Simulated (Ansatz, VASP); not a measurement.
**GeBr in VASP and in Ansatz**

INCAR

```
PREC = Accurate
ENCUT = 520
EDIFF = 1E-6
ISMEAR = 0
SIGMA = 0.1
LREAL = False
LASPH = True
NELM = 80
ALGO = Normal
ISIF = 2
LWAVE = False
LCHARG = False
GGA = PE
NBANDS = 18
```

The input KPOINTS:

```
Automatic mesh
0
Gamma
  6 6 4
```

Contents of POSCAR:

```
GeBr
1.0
    3.5618801500      0.0000000000      0.0000000000
   -1.7809400700      3.0846786900      0.0000000000
    0.0000000000      0.0000000000      6.4430728000
Ge Br
1 1
Direct
    0.6666666700      0.3333333300      0.5000000000
    0.0000000000      0.0000000000      0.0000000000
```

Input for Ansatz:

```yaml
crystal:
  lattice:
    - [3.56188015, 0.0, 0.0]
    - [-1.78094007, 3.08467869, 0.0]
    - [0.0, 0.0, 6.4430728]
  atoms:
    - { symbol: Ge, position: [0.66666667, 0.33333333, 0.5] }
    - { symbol: Br, position: [0.0, 0.0, 0.0] }
basis:
  ecutwfc: 420
kpoints:
  mp_grid: { grid: [6, 6, 4] }
hamiltonian:
  xc: pbe
scf:
  occupations: { method: gaussian, width: 0.1 }
  lower_state_search: "off"
output:
  forces: true
  stress: true
  eigenvalues: true
```

Change from the starting cell: species swapped into the MgZr type (P-6m2, No. 187).

Alike in both runs: task single point; functional PBE; k mesh 6 × 6 × 4; occupations gaussian, width 0.1 eV; no spin polarisation.

```csv
,VASP,Ansatz
version,VASP 6.6.1,Ansatz 0.2.0
potentials or method,"VASP PAW PBE potentials, release 64 (Ge_d, Br), cutoff 520 eV","scalar-relativistic, plane waves, PAW"
valence electrons in the cell,21,21
```

|  | VASP | Ansatz | Ansatz less VASP |
| --- | --- | --- | --- |
| gap on the k mesh at the Fermi level (eV) | none | none | - |
| pressure (GPa) | -6.6 | -6.6 | 0.00 |
| traceless stress, the component that is largest in VASP (GPa) | -1.17 | -1.17 | +0.004 |

A gap of «none» marks a metal or a gap that the smearing closes.
